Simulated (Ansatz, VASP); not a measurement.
# One calculation of Cd, two programs

The input INCAR:

```
SYSTEM = Cd
ALGO     = Normal         ! electronic algorithm
EDIFF    = 1E-6           ! SCF threshold, eV
ENCUT    = 520            ! plane-wave cutoff, eV
GGA      = PS             ! functional
ISIF     = 2              ! what is computed and relaxed
ISMEAR   = -1             ! smearing method
LASPH    = .True.         ! aspherical terms in the spheres
LCHARG   = .False.        ! write CHGCAR
LREAL    = .False.        ! projectors in reciprocal space
LWAVE    = .False.        ! write WAVECAR
NBANDS   = 25             ! bands
NELM     = 100            ! most SCF steps
PREC     = Accurate       ! precision mode
SIGMA    = 0.1            ! smearing width, eV
```

The input KPOINTS:

```
k-points
0
Gamma
  8 8 12
  0 0 0
```

Contents of POSCAR:

```
Cd
1.0
    4.9986402593      0.0000000000      0.0000000000
   -2.4993201296      4.3289494489      0.0000000000
    0.0000000000      0.0000000000      2.9931761248
Cd
3
Direct
    1.0000000000      0.0000000000      0.0000000000
    0.3333333333      0.6666666667      0.5000000000
    0.6666666667      0.3333333333      0.5000000000
```

Input for Ansatz:

```yaml
crystal:
  lattice:
    - [4.9986402593, 0.0, 0.0]
    - [-2.4993201296, 4.3289494489, 0.0]
    - [0.0, 0.0, 2.9931761248]
  atoms:
    - { symbol: Cd, position: [1.0, 0.0, 0.0] }
    - { symbol: Cd, position: [0.3333333333, 0.6666666667, 0.5] }
    - { symbol: Cd, position: [0.6666666667, 0.3333333333, 0.5] }
hamiltonian:
  xc: pbesol
  pseudopotentials:
    kind: paw
    azcp:
      Cd: "pseudopotentials/Cd.paw.azcp"
basis:
  ecutwfc: 420
  fft_grid_basis: typed
kpoints:
  mp_grid: { grid: [8, 8, 12], shift: [0, 0, 0] }
magnetization:
  spin_polarized: false
scf:
  occupations: { method: fermi_dirac, width: 0.1 }
  lower_state_search: "off"
output:
  stress: true
```

Alike in both runs: task single point; functional PBEsol; k mesh 8 × 8 × 12; occupations fermi-dirac, width 0.1 eV; no spin polarisation.

```csv
,VASP,Ansatz
version,VASP 6.6.1,Ansatz 0.2.0
potentials or method,"VASP PAW PBE potentials, release 64 (Cd), cutoff 520 eV","plane waves (420 eV) with PAW, scalar-relativistic"
valence electrons in the cell,36,60
```

```tsv
	VASP	Ansatz	Ansatz less VASP
pressure (GPa)	0.3	0.0	-0.32
traceless stress, the component that is largest in VASP (GPa)	-0.40	-0.40	-0.005
```

VASP's potentials were made for PBE, not for PBEsol, and Ansatz warns of the same on its side. VASP's potentials hold 36 valence electrons a cell and Ansatz's 60, so a difference there can come from the potentials and not from the codes.
